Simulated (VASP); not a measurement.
**Cl4Ti: single point with PBEsol**

The system is Cl4Ti, in a box.

```
Cl Ti
1.0
    15.00000    0.00000    0.00000
     0.00000   15.50000    0.00000
     0.00000    0.00000   16.00000
Cl Ti
4 1
Direct
  0.50096 0.49842 0.36467
  0.63577 0.49996 0.54597
  0.43215 0.61487 0.54343
  0.43112 0.38675 0.54593
  0.50000 0.50000 0.50000
```

```json
{
  "Program": "VASP 6.6.1",
  "Task": "single point",
  "Functional": "PBEsol",
  "Potentials or basis": "VASP PAW PBE potentials, release 64 (Cl, Ti_sv)",
  "Cutoff": "400 eV",
  "k mesh": "1 × 1 × 1",
  "Occupations": "gaussian, width 0.005 eV",
  "Spin": "no spin polarisation",
  "Dipole correction": "no",
  "Further INCAR settings": "ALGO = Normal; EDIFF = 1e-06; NBANDS = 28; ISYM = 0; NELMDL = -8"
}
```

```
Largest force                   : 0.004 eV/Å
Gap between the frontier levels : 3.73 eV
```

Forces in eV/Å, atoms in the order of the input:
```
Cl   0.000  0.000 -0.003
Cl   0.003  0.000  0.001
Cl  -0.002  0.003  0.001
Cl  -0.002 -0.003  0.001
Ti   0.000  0.000  0.000
```

Levels at points of the mesh, in eV from the valence-band top:
```tsv
k point	band 17	band 18	band 19	band 20	band 21	band 22	band 23	band 24
(0.00, 0.00, 0.00)	-0.83	0.00	0.00	0.00	3.73	3.73	4.55	4.55
```

Run time: 7.3 min on 1 thread of AMD EPYC 7R43 64-Core Processor (Zen 3), with other jobs on the host, peak memory 1.6 GiB.

Caveat: the PAW data sets were made with another functional, which shifts forces and pressure a little.
